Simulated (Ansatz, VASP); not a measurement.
# Be3CdS4: VASP beside Ansatz

```
Be Cd S
1.0
     7.28303    0.00000    0.00000
     0.00000    6.23905    0.00000
     0.00000    0.00000    5.94094
Be Cd S
6 2 8
Direct
  0.50000 0.81587 0.99954
  0.74935 0.33867 0.99949
  0.25065 0.33867 0.99949
  0.00000 0.18413 0.49954
  0.24935 0.66133 0.49949
  0.75065 0.66133 0.49949
  0.50000 0.16181 0.50321
  0.00000 0.83819 0.00321
  0.50000 0.78292 0.35727
  0.77811 0.35286 0.35687
  0.22189 0.35286 0.35687
  0.50000 0.15389 0.92726
  0.00000 0.21708 0.85727
  0.27811 0.64714 0.85687
  0.72189 0.64714 0.85687
  0.00000 0.84611 0.42726
```

Alike in both runs: functional PBE; k mesh 2 × 2 × 2; occupations gaussian, width 0.15 eV; no spin polarisation.

Ansatz relaxed the structure, and its values are those at the end. VASP's run is a single point on that final structure, the one shown.

|  | VASP | Ansatz |
| --- | --- | --- |
| version | VASP 6.6.1 | Ansatz 0.2.0 |
| potentials or method | VASP PAW PBE potentials, release 64 (Be, Cd, S), cutoff 520 eV | scalar-relativistic, plane waves, PAW |
| valence electrons in the cell | 84 | 100 |

|  | VASP | Ansatz | Ansatz less VASP |
| --- | --- | --- | --- |
| gap on the k mesh at the Fermi level (eV) | 3.23 | 3.22 | -0.006 |
| least direct gap on the mesh (eV) | 3.23 | 3.22 | -0.006 |
| pressure (GPa) | 0.1 | 0.0 | -0.15 |
| rms of the force components (eV/Å) | 0.024 | 0.021 | -0.0031 |

With one functional, cell and mesh, what is left measures potentials, basis and numerics. VASP's potentials hold 84 valence electrons a cell and Ansatz's 100, so a difference there can come from the potentials and not from the codes.

The k mesh is coarse, so the values compare programs but aren't converged.
